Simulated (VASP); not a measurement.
# AlB2Ru3 (P4/mmm) in VASP: notebook

The runs below take AlB2Ru3 through single point, with PBE.

Everything below comes from runs of VASP 6.6.1. Logs are shortened: lines on timing, memory, paths and dates and some standing lists are left out, and cuts for length are marked.

## (1) The cell of the first run

Symmetry: P4/mmm, No. 123, tetragonal system. The conventional cell has a = 3.506 Å, b = 3.506 Å, c = 6.296 Å, α = 90.00°, β = 90.00°, γ = 90.00°. Within 3.5 Å of Al (site symmetry 4/mmm) lie 8 Ru at 2.65 Å. B (site symmetry mmm) has 2 Ru at 1.75 Å within 2.3 Å. Within 2.3 Å of Ru (site symmetry 4/mmm) lie 4 B at 1.75 Å and 2 Ru at 2.20 Å. Within 2.5 Å of Ru (site symmetry 4mm) lie 2 Ru at 1.89 to 2.20 Å.

## (2) Single point, PBE

File INCAR:

```
PREC     = Accurate       # precision mode
ENCUT    = 520            # plane-wave cutoff, eV
EDIFF    = 1E-7           # SCF threshold, eV
ISMEAR   = 0              # smearing method
SIGMA    = 0.1            # smearing width, eV
LREAL    = F              # projectors in reciprocal space
LASPH    = T              # aspherical terms in the spheres
NELM     = 60             # most SCF steps
ALGO     = Normal         # electronic algorithm
ISIF     = 2              # what is computed and relaxed
LWAVE    = F              # write WAVECAR
LCHARG   = F              # write CHGCAR
GGA      = PE             # functional
NBANDS   = 34             # bands
```

File KPOINTS:

```
regular mesh
0
Gamma
  6 6 4
```

File POSCAR:

```
AlB2Ru3
1.0
    3.5058228100      0.0000000000      0.0000000000
    0.0000000000      3.5058228100      0.0000000000
    0.0000000000      0.0000000000      6.2958241300
Al B Ru
1 2 3
Direct
    0.5000000000      0.5000000000      0.0000000000
    0.5000000000      0.0000000000      0.5000000000
    0.0000000000      0.5000000000      0.5000000000
    0.0000000000      0.0000000000      0.5000000000
    0.0000000000      0.0000000000      0.8500130400
    0.0000000000      0.0000000000      0.1499869600
```

Potentials or basis: VASP PAW PBE potentials, release 64 (Al, B, Ru_pv).

Run with:

```bash
> cat potpaw_PBE.64/Al/POTCAR potpaw_PBE.64/B/POTCAR potpaw_PBE.64/Ru_pv/POTCAR > POTCAR
> mpirun -np 1 vasp_std > vasp.out
```

OUTCAR:

```text
PREC = Accurate
   ENCUT = 520
   EDIFF = 1E-7
   ISMEAR = 0
   LREAL = F
   LASPH = T
   NELM = 60
   ISIF = 2
   GGA = PE

 ion  position               nearest neighbor table
   1  0.500  0.500  0.000-   5 2.65   6 2.65   5 2.65   6 2.65   5 2.65   6 2.65   5 2.65   6 2.65

   2  0.500  0.000  0.500-   4 1.75   4 1.75
   3  0.000  0.500  0.500-   4 1.75   4 1.75
   4  0.000  0.000  0.500-   2 1.75   3 1.75   3 1.75   2 1.75   5 2.20   6 2.20
   5  0.000  0.000  0.850-   6 1.89   4 2.20   1 2.65   1 2.65   1 2.65   1 2.65
   6  0.000  0.000  0.150-   5 1.89   4 2.20   1 2.65   1 2.65   1 2.65   1 2.65

  LATTYP: Found a simple tetragonal cell.
 ALAT       =     3.5058228100
 C/A-ratio  =     1.7958192616

  Lattice vectors:

 A1 = (   3.5058228100,   0.0000000000,   0.0000000000)
 A2 = (   0.0000000000,   3.5058228100,   0.0000000000)
 A3 = (   0.0000000000,   0.0000000000,   6.2958241300)

Analysis of symmetry for initial positions (statically):
=====================================================================
 Subroutine PRICEL returns:
 Original cell was already a primitive cell.

 Routine SETGRP: Setting up the symmetry group for a
 simple tetragonal supercell.

 Subroutine GETGRP returns: Found 16 space group operations
 (whereof 16 operations were pure point group operations)
 out of a pool of 16 trial point group operations.

The static configuration has the point symmetry D_4h.

Analysis of symmetry for dynamics (positions and initial velocities):
=====================================================================
 Subroutine PRICEL returns:
 Original cell was already a primitive cell.

 Routine SETGRP: Setting up the symmetry group for a
 simple tetragonal supercell.

 Subroutine GETGRP returns: Found 16 space group operations
 (whereof 16 operations were pure point group operations)
 out of a pool of 16 trial point group operations.

The dynamic configuration has the point symmetry D_4h.

 Subroutine INISYM returns: Found 16 space group operations
 (whereof 16 operations are pure point group operations),
 and found     1 'primitive' translations

----------------------------------------------------------------------------------------

                                     Primitive cell

[... 98 lines left out ...]
   EDIFF  = 0.1E-06   stopping-criterion for ELM
   LREAL  =      F    real-space projection
   EDIFFG = 0.1E-05   stopping-criterion for IOM
   NSW    =      0    number of steps for IOM
   IBRION =     -1    ionic relax: 0-MD 1-quasi-New 2-CG
   NFREE  =      0    steps in history (QN), initial steepest desc. (CG)
   ISIF   =      2    stress and relaxation
   ISYM   =      2    0-nonsym 1-usesym 2-fastsym
   POTIM  = 0.5000    time-step for ionic-motion
   TEBEG  =    0.0;   TEEND  =   0.0 temperature during run
   PSTRESS=    0.0 pullay stress
   NELECT =      51.0000    total number of electrons
   NUPDOWN=      -1.0000    fix difference up-down
   EMIN   =  10.00;   EMAX   =-10.00  energy-range for DOS
   EFERMI =   0.00;   METHOD = LEGACY
   ISMEAR =     0;   SIGMA  =   0.10  broadening in eV -4-tet -1-fermi 0-gaus
   EFERMI_NEDOS =   21; number of points for ismear=-14 and -15
   IALGO  =     38    algorithm
   IMIX   =      4    mixing-type and parameters
     AMIX     =   0.40;   BMIX     =  1.00
     AMIX_MAG =   1.60;   BMIX_MAG =  1.00
  volume/ion in A,a.u.               =      12.90        87.03
  Fermi-wavevector in a.u.,A,eV,Ry     =   1.424691  2.692276 27.616355  2.029745
  Thomas-Fermi vector in A             =   2.545155
   LORBIT       =      0    0 simple, 1 ext, 2 COOP (PROOUT), +10 PAW based schemes
   GGA     = PE    functional components
   LHFCALC =     F    Hartree Fock is set to
   AEXX    =    0.0000 exact exchange contribution
   IVDW    =     0    specifies the selected vdW correction
   LEPSILON=     F    determine dielectric tensor
   LRPA    =     F    only Hartree local field effects (RPA)
 non-spin polarized calculation
 Gauss-broadening in eV      SIGMA  =   0.10
  energy-cutoff  :      520.00
  volume of cell :       77.38
 maximum number of plane-waves:      2120
 NGX is ok and might be reduce to    28
   NGX = 13   NGY = 13   NGZ = 23

 number of electron      50.9999991 magnetization

 Free energy of the ion-electron system (eV)
  ---------------------------------------------------
  ext. energy  EPLUGINS =         0.00000000
  ---------------------------------------------------
  free energy    TOTEN  =       -31.00659915 eV

  energy without entropy =      -30.99391711  energy(sigma->0) =      -31.00025813

 E-fermi :   9.4479     XC(G=0): -12.0204

 val. band max:        9.4220422235   @ k =   0.1667   0.1667   0.0000
 cond. band min:       9.5020492571   @ k =   0.3333   0.0000   0.0000
 fundamental gap:      0.0800070335
 Fermi energy:         9.4478614778

 k-point     1 :       0.0000    0.0000    0.0000
  band No.  band energies     occupation
      1     -37.2410      2.00000
      2     -34.7810      2.00000
      3     -34.6286      2.00000
      4     -34.6286      2.00000
      5     -33.7577      2.00000
      6     -33.7577      2.00000
[... 877 lines left out ...]
     33      14.6751      0.00000
     34      15.9034      0.00000

 [... further k-points ...]

------------------------ aborting loop because EDIFF is reached ----------------------------------------

  FORCE on cell =-STRESS in cart. coord.  units (eV):
  Direction    XX          YY          ZZ          XY          YZ          ZX
  --------------------------------------------------------------------------------------
  -------------------------------------------------------------------------------------
  Total       28.7898751     28.7898751     58.2675648      0.0000000      0.0000000     -0.0000000
  in kB      596.0982548    596.0982548   1206.4378045      0.0000000      0.0000000     -0.0000000
  external PRESSURE =     799.5447713 kB  Pullay stress =       0.0000000 kB

 VOLUME and BASIS-vectors are now :
 -----------------------------------------------------------------------------
  energy-cutoff  :      520.00
  volume of cell :       77.38
      direct lattice vectors                 reciprocal lattice vectors
     3.505822810  0.000000000  0.000000000     0.285239744  0.000000000  0.000000000
     0.000000000  3.505822810  0.000000000     0.000000000  0.285239744  0.000000000
     0.000000000  0.000000000  6.295824130     0.000000000  0.000000000  0.158835441

 POSITION                                       TOTAL-FORCE (eV/Angst)
 -----------------------------------------------------------------------------------
      1.75291      1.75291      0.00000         0.000000     -0.000000      0.000000
      1.75291      0.00000      3.14791         0.000000     -0.000000      0.000000
      0.00000      1.75291      3.14791         0.000000     -0.000000      0.000000
      0.00000      0.00000      3.14791         0.000000     -0.000000      0.000000
      0.00000      0.00000      5.35153         0.000000      0.000000     -9.691847
      0.00000      0.00000      0.94429         0.000000     -0.000000      9.691847
 -----------------------------------------------------------------------------------
    total drift:                               -0.000000     -0.000000      0.000000

  FREE ENERGIE OF THE ION-ELECTRON SYSTEM (eV)
  ---------------------------------------------------
  free  energy   TOTEN  =       -31.0065991471 eV

  energy  without entropy=      -30.9939171072  energy(sigma->0) =      -31.00025813
```

stdout:

```text
POSCAR found type information on POSCAR AlB Ru
 POSCAR found :  3 types and       6 ions
 scaLAPACK will be used
 LDA part: xc-table for (Slater+PW92), standard interpolation
 POSCAR, INCAR and KPOINTS ok, starting setup
 FFT: planning ... GRIDC
 FFT: planning ... GRID_SOFT
 FFT: planning ... GRID
 WAVECAR not read
 entering main loop
```

Run time: 35 s. Hardware: 1 thread of AMD EPYC 9R45 (Zen 5), shared host; peak memory 0.2 GiB.

Results:

| Property | Result |
| --- | --- |
| Free energy | -31.0066 eV |
| Pressure | 80.0 GPa |
| Largest force | 9.692 eV/Å |

Forces in eV/Å, atoms in the order of the input:
```
Al   0.000  0.000  0.000
B    0.000  0.000  0.000
B    0.000  0.000  0.000
Ru   0.000  0.000  0.000
Ru   0.000  0.000 -9.692
Ru   0.000  0.000  9.692
```

Levels at points of the mesh, in eV from the Fermi level:
```csv
k point,band 21,band 22,band 23,band 24,band 25,band 26,band 27,band 28,band 29,band 30
"(0.00, 0.00, 0.00)",-2.33,-2.21,-0.71,-0.55,-0.43,-0.43,0.28,2.36,2.36,2.92
"(0.50, 0.00, 0.00)",-3.04,-2.28,-1.24,-1.16,0.16,0.65,0.76,1.45,2.17,2.35
"(0.50, 0.50, 0.00)",-2.83,-1.35,-0.31,0.10,0.49,0.49,1.18,2.06,2.06,3.18
"(0.00, 0.00, 0.50)",-2.37,-2.37,-1.93,-1.60,-1.32,-1.32,-0.43,1.43,1.43,2.37
"(0.50, 0.00, 0.50)",-2.17,-1.61,-1.43,-1.06,-0.96,-0.21,0.23,0.24,1.10,1.74
"(0.50, 0.50, 0.50)",-3.16,-2.41,-1.40,0.15,0.75,0.75,0.95,0.95,1.18,2.64
```

Caveat: forces of over 1 eV/Å act on the atoms, so gaps and moduli don't describe the material at rest.

## (3) Single point, PBE

This run uses another cell than the first one, of 17.59 Å³/atom, 1.364 times its volume.

File INCAR:

```
SYSTEM = AlB2Ru3
PREC = Accurate
ENCUT = 520
EDIFF = 1E-6
ISMEAR = 0
SIGMA = 0.1
LREAL = .False.
LASPH = .True.
NELM = 100
ALGO = Normal
ISIF = 2
LWAVE = .False.
LCHARG = .True.
GGA = PE
LELF = .True.
LVHAR = .True.
NBANDS = 34
```

File KPOINTS:

```
regular mesh
0
Gamma
  6 6 4
  0 0 0
```

File POSCAR:

```
AlB2Ru3
1.0
    3.8332263781      0.0000000000      0.0000000000
    0.0000000000      3.8332263781      0.0000000000
    0.0000000000      0.0000000000      7.1811454683
Al B Ru
1 2 3
Direct
    0.5000000000      0.5000000000      0.0000000000
    0.5000000000      0.0000000000      0.5000000000
    0.0000000000      0.5000000000      0.5000000000
    0.0000000000      0.0000000000      0.5000000000
    0.0000000000      0.0000000000      0.8457348657
    0.0000000000      0.0000000000      0.1542651343
```

Potentials or basis: VASP PAW PBE potentials, release 64 (Al, B, Ru_pv).

Run with:

```bash
> cat potpaw_PBE.64/Al/POTCAR potpaw_PBE.64/B/POTCAR potpaw_PBE.64/Ru_pv/POTCAR > POTCAR
> mpirun -np 1 vasp_std > vasp.out
```

It took 48 s on 1 thread of AMD EPYC 9R45 (Zen 5), shared host; peak memory 0.23 GiB.

It converged, with:

```
Free energy   : -36.9190 eV
Pressure      : 0.3 GPa
Largest force : 0.173 eV/Å
```

Forces on the atoms (eV/Å):
```
Al   0.000  0.000  0.000
B    0.000  0.000  0.000
B    0.000  0.000  0.000
Ru   0.000  0.000  0.000
Ru   0.000  0.000 -0.173
Ru   0.000  0.000  0.173
```

Stress tensor (GPa, compression positive):
```
0.08 0.00 0.00
0.00 0.08 0.00
0.00 0.00 0.66
```

Levels at points of the mesh, in eV from the Fermi level:
| k point | band 22 | band 23 | band 24 | band 25 | band 26 | band 27 | band 28 | band 29 | band 30 | band 31 |
| --- | --- | --- | --- | --- | --- | --- | --- | --- | --- | --- |
| (0.00, 0.00, 0.00) | -1.12 | -0.87 | -0.50 | -0.25 | -0.08 | -0.08 | 1.21 | 1.21 | 3.04 | 3.84 |
| (0.50, 0.00, 0.00) | -1.52 | -0.65 | -0.43 | -0.19 | 0.20 | 0.53 | 0.93 | 1.22 | 1.23 | 1.83 |
| (0.50, 0.50, 0.00) | -0.48 | -0.01 | 0.17 | 0.38 | 0.78 | 0.78 | 1.02 | 1.02 | 1.88 | 2.16 |
| (0.00, 0.00, 0.50) | -1.33 | -1.19 | -0.91 | -0.85 | -0.85 | -0.20 | 1.03 | 1.03 | 2.88 | 3.85 |
| (0.50, 0.00, 0.50) | -0.99 | -0.76 | -0.58 | -0.33 | -0.21 | 0.16 | 0.51 | 0.76 | 1.47 | 2.35 |
| (0.50, 0.50, 0.50) | -1.54 | -0.50 | 0.19 | 0.36 | 0.36 | 0.94 | 1.12 | 1.12 | 1.67 | 2.17 |
